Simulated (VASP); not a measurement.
Set up this calculation in VASP 6.6.1, as the native input.

```
Task                   : single point
Functional             : PBE
Potentials or basis    : VASP PAW PBE potentials, release 64 (Pb_d, F)
Cutoff                 : 520 eV
k mesh                 : 8 × 8 × 8
Occupations            : gaussian, width 0.05 eV
Spin                   : non-collinear spin, zero start, spin-orbit coupling
Starting moments       : [[0.0, 0.0, 0.0], [0.0, 0.0, 0.0], [0.0, 0.0, 0.0]] μB
Dipole correction      : no
Further INCAR settings : ALGO = Normal; EDIFF = 1e-06; NBANDS = 41
```

The structure of PbF2 lies in POSCAR:

```
PbF2
1.0
    0.0000000000      2.9989697818      2.9989697818
    2.9989697818      0.0000000000      2.9989697818
    2.9989697818      2.9989697818      0.0000000000
Pb F
1 2
Direct
    0.0000000000      0.0000000000      0.0000000000
    0.2500000000      0.2500000000      0.2500000000
    0.7500000000      0.7500000000      0.7500000000
```

One way to write it, as run:

INCAR

```
  PREC = Accurate
  ENCUT = 520
  EDIFF = 1E-6
  ISMEAR = 0
  SIGMA = 0.05
  LREAL = False
  LASPH = True
  NELM = 150
  ALGO = Normal
  ISIF = 2
  LWAVE = False
  LCHARG = False
  LNONCOLLINEAR = True
  MAGMOM = 0 0 0 0 0 0 0 0 0
  LORBIT = 11
  LSORBIT = True
  GGA_COMPAT = False
  LORBMOM = True
  GGA = PE
  NBANDS = 41
```

KPOINTS

```
regular mesh
0
Gamma
  8 8 8
```

Potentials or basis: VASP PAW PBE potentials, release 64 (Pb_d, F).

The run is started by

```sh
$ cat potpaw_PBE.64/Pb_d/POTCAR potpaw_PBE.64/F/POTCAR > POTCAR
$ mpirun -np 1 vasp_ncl > vasp.out
```

Results of the run:

| Item | Value |
| --- | --- |
| Pressure | -0.2 GPa |
| Net moment | 0.00 μB per cell |
| Valence electrons inside the program's atomic spheres | Pb 11.70; F 6.06 |

Run time: 3.1 min on 1 thread of Oxide Virtual Turin-like Processor (shared host), peak memory 0.31 GiB.
